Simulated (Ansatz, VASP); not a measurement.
**Two plane-wave programs on SnSe2**

The input INCAR:

```
  PREC = Accurate
  ENCUT = 520
  EDIFF = 1E-7
  ISMEAR = 0
  SIGMA = 0.01
  LREAL = F
  LASPH = T
  NELM = 60
  ALGO = Normal
  ISIF = 2
  LWAVE = F
  LCHARG = F
  GGA = PE
  NBANDS = 20
```

KPOINTS

```
Automatic mesh
0
Gamma
  6 6 4
```

Contents of POSCAR:

```
SnSe2
1.0
    3.6520202151      0.0000000000      0.0000000000
   -1.8260101075      3.1627395849      0.0000000000
    0.0000000000      0.0000000000      5.8800304486
Sn Se
1 2
Direct
    0.0000000000      0.0000000000      0.0000000000
    0.3333333333      0.6666666667      0.2490000000
    0.6666666667      0.3333333333      0.7510000000
```

Input for Ansatz:

```yaml
crystal:
  lattice:
    - [3.652020215053254, 0.0, 0.0]
    - [-1.826010107526627, 3.162739584929431, 0.0]
    - [0.0, 0.0, 5.880030448587449]
  atoms:
    - { symbol: Sn, position: [0.0, 0.0, 0.0] }
    - { symbol: Se, position: [0.3333333333333333, 0.6666666666666666, 0.249] }
    - { symbol: Se, position: [0.6666666666666666, 0.3333333333333333, 0.751] }
basis:
  ecutwfc: 420.0
kpoints:
  mp_grid:
    grid: [6, 6, 4]
hamiltonian:
  xc: pbe
  pseudopotentials:
    kind: paw
scf:
  convergence:
    dr2_threshold: 1.0e-09
  occupations:
    method: fixed
output:
  stress: true
```

Alike in both runs: task single point; functional PBE; k mesh 6 × 6 × 4; no spin polarisation.

|  | VASP | Ansatz |
| --- | --- | --- |
| version | VASP 6.6.1 | Ansatz 0.2.0 |
| potentials or method | VASP PAW PBE potentials, release 64 (Sn_d, Se), cutoff 520 eV | plane waves, PAW |
| occupations | gaussian, width 0.01 eV | fixed |
| valence electrons in the cell | 26 | 46 |

Ansatz gave:

| Property | Result |
| --- | --- |
| pressure (GPa) | 19.5 |
| traceless stress, the component that is largest in VASP (GPa) | 0.48 |

**Question.** What did VASP give for the same quantities?

**Answer.** Pressure (GPa): 19.6; traceless stress, the component that is largest in VASP (GPa): 0.48.

VASP's potentials hold 26 valence electrons a cell and Ansatz's 46, so a difference there can come from the potentials and not from the codes. Ansatz's warnings: stress scf threshold loose, structure snapped to symmetry.
